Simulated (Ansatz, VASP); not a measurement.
# AlGa3As4: VASP beside Ansatz

The input INCAR:

```
SYSTEM = AlGa3As4
PREC     = Accurate       ! precision mode
ENCUT    = 520            ! plane-wave cutoff, eV
EDIFF    = 1E-6           ! SCF threshold, eV
ISMEAR   = 0              ! smearing method
SIGMA    = 0.1            ! smearing width, eV
LREAL    = .FALSE.        ! projectors in reciprocal space
LASPH    = .TRUE.         ! aspherical terms in the spheres
NELM     = 100            ! most SCF steps
ALGO     = Normal         ! electronic algorithm
ISIF     = 2              ! what is computed and relaxed
LWAVE    = .FALSE.        ! write WAVECAR
LCHARG   = .TRUE.         ! write CHGCAR
GGA      = PE             ! functional
LELF     = .TRUE.         ! ELF
LVHAR    = .TRUE.       
NBANDS   = 41             ! bands
```

File KPOINTS:

```
regular mesh
0
G
  4 4 4
  0 0 0
```

POSCAR

```
AlGa3As4
1.0
    5.5041080800      0.0000000000      0.0000000000
    0.0000000000      5.5041080800      0.0000000000
    0.0000000000      0.0000000000      5.5041080800
Al Ga As
1 3 4
Direct
    0.5000000000      0.5000000000      0.5000000000
    0.5000000000      0.0000000000      0.0000000000
    0.0000000000      0.0000000000      0.5000000000
    0.0000000000      0.5000000000      0.0000000000
    0.7500000000      0.2500000000      0.7500000000
    0.7500000000      0.7500000000      0.2500000000
    0.2500000000      0.2500000000      0.2500000000
    0.2500000000      0.7500000000      0.7500000000
```

Input for Ansatz:

```yaml
crystal:
  lattice:
    - [5.50410808, 0.0, 0.0]
    - [0.0, 5.50410808, 0.0]
    - [0.0, 0.0, 5.50410808]
  atoms:
    - { symbol: Al, position: [0.5, 0.5, 0.5] }
    - { symbol: Ga, position: [0.5, 0.0, 0.0] }
    - { symbol: Ga, position: [0.0, 0.0, 0.5] }
    - { symbol: Ga, position: [0.0, 0.5, 0.0] }
    - { symbol: As, position: [0.75, 0.25, 0.75] }
    - { symbol: As, position: [0.75, 0.75, 0.25] }
    - { symbol: As, position: [0.25, 0.25, 0.25] }
    - { symbol: As, position: [0.25, 0.75, 0.75] }
basis:
  ecutwfc: 420
kpoints:
  mp_grid: { grid: [4, 4, 4] }
hamiltonian:
  xc: pbe
scf:
  occupations: { method: gaussian, width: 0.1 }
  lower_state_search: "off"
output:
  forces: true
  stress: true
  eigenvalues: true
```

Alike in both runs: task single point; functional PBE; k mesh 4 × 4 × 4; occupations gaussian, width 0.1 eV; no spin polarisation.

```csv
,VASP,Ansatz
version,VASP 6.6.1,Ansatz 0.2.0
potentials or method,"VASP PAW PBE potentials, release 64 (Al, Ga_d, As), cutoff 520 eV","scalar-relativistic, plane waves, PAW"
valence electrons in the cell,62,102
```

```tsv
	VASP	Ansatz	Ansatz less VASP
gap on the k mesh at the Fermi level (eV)	1.31	1.32	+0.004
least direct gap on the mesh (eV)	1.33	1.34	+0.010
pressure (GPa)	10.8	10.6	-0.24
```

VASP's potentials hold 62 valence electrons a cell and Ansatz's 102, so a difference there can come from the potentials and not from the codes.
